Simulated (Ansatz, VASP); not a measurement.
**Pd in VASP and in Ansatz**

```
CELL_PARAMETERS angstrom
0.00000 1.94547 1.94547
1.94547 0.00000 1.94547
1.94547 1.94547 0.00000
ATOMIC_POSITIONS crystal
Pd 0.00000 0.00000 0.00000
```

Alike in both runs: functional r2SCAN; dispersion rVV10; k mesh 15 × 15 × 15; occupations fermi-dirac, width 0.1 eV; no spin polarisation.

Ansatz relaxed the structure, and its values are those at the end. VASP's run is a single point on that final structure, the one shown.

```csv
,VASP,Ansatz
version,VASP 6.6.1,Ansatz 0.2.0
potentials or method,"VASP PAW PBE potentials, release 64 (Pd_sv_GW), cutoff 690 eV","plane waves, PAW"
valence electrons in the cell,18,18
```

```csv
,VASP,Ansatz,Ansatz less VASP
pressure (GPa),0.3,0.0,-0.34
```

VASP's potentials were made for PBE, not for r2SCAN.
